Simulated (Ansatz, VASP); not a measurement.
S in VASP and in Ansatz

Contents of INCAR:

```
SYSTEM = S
  PREC = Accurate
  ENCUT = 520
  EDIFF = 1E-6
  ISMEAR = -1
  SIGMA = 0.05
  LREAL = .FALSE.
  LASPH = .TRUE.
  NELM = 60
  ALGO = Normal
  ISIF = 2
  LWAVE = .FALSE.
  LCHARG = .FALSE.
  GGA = PE
  NBANDS = 13
```

File KPOINTS:

```
regular mesh
0
G
  12 12 7
  0 0 0
```

The input POSCAR:

```
S
1.0
    2.8938615997      0.0000000000      0.0000000000
   -1.4469307998      2.5061576603      0.0000000000
    0.0000000000      0.0000000000      4.6880557914
S
2
Direct
    0.3333333333      0.6666666667      0.2500000000
    0.6666666667      0.3333333333      0.7500000000
```

Input for Ansatz:

```yaml
crystal:
  lattice:
    - [2.8938615997, 0.0, 0.0]
    - [-1.4469307998, 2.5061576603, 0.0]
    - [0.0, 0.0, 4.6880557914]
  atoms:
    - { symbol: S, position: [0.3333333333, 0.6666666667, 0.25] }
    - { symbol: S, position: [0.6666666667, 0.3333333333, 0.75] }
kpoints:
  mp_grid: { grid: [12, 12, 7] }
scf:
  occupations: { method: fermi_dirac, width: 0.05 }
hamiltonian:
  xc: pbe
  pseudopotentials: { kind: paw }
output:
  forces: true
  stress: true
  eigenvalues: true
  populations: true
```

Change from the starting cell: shortest bond scaled by 1, PAW files.

Alike in both runs: task single point; functional PBE; k mesh 12 × 12 × 7; occupations fermi-dirac, width 0.05 eV; no spin polarisation.

```csv
,VASP,Ansatz
version,VASP 6.6.1,Ansatz 0.2.0
potentials or method,"VASP PAW PBE potentials, release 64 (S)","PAW with Ansatz's default frozen-core files, scalar-relativistic"
plane-wave cutoff (eV),520,420
valence electrons in the cell,12,12
```

|  | VASP | Ansatz | Ansatz less VASP |
| --- | --- | --- | --- |
| pressure (GPa) | -4.8 | -4.7 | +0.10 |
| traceless stress, the component that is largest in VASP (GPa) | -6.47 | -6.45 | +0.015 |
